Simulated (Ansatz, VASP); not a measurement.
One calculation of N, two programs

```xyz
4
Lattice="4.2920 0.0000 0.0000 0.0000 4.2920 0.0000 0.0000 0.0000 5.4577" Properties=species:S:1:pos:R:3 pbc="T T T"
N     4.0047    3.7832    0.0000
N     2.6548    1.8586    2.7289
N     0.2874    0.5088    0.0000
N     1.6372    2.4334    2.7289
```

Alike in both runs: task single point; functional PBE; k mesh 6 × 6 × 4; occupations gaussian, width 0.02 eV; no spin polarisation.

|  | VASP | Ansatz |
| --- | --- | --- |
| version | VASP 6.6.1 | Ansatz 0.2.0 |
| potentials or method | VASP PAW PBE potentials, release 64 (N), cutoff 520 eV | scalar-relativistic, plane waves, PAW |
| valence electrons in the cell | 20 | 20 |

|  | VASP | Ansatz | Ansatz less VASP |
| --- | --- | --- | --- |
| gap on the k mesh at the Fermi level (eV) | 6.64 | 6.68 | +0.036 |
| least direct gap on the mesh (eV) | 6.68 | 6.72 | +0.036 |
| pressure (GPa) | -8.2 | -8.9 | -0.66 |
| traceless stress, the component that is largest in VASP (GPa) | 8.41 | 9.19 | +0.783 |
| rms of the force components (eV/Å) | 3.929 | 4.297 | +0.3685 |

Atom by atom the forces differ by 0.369 eV/Å (rms over components). The functional is the same, so the differences come from potentials, cutoffs and numerics.

Noted on VASP's run: the standard files for N, O and F lose accuracy on very short bonds.
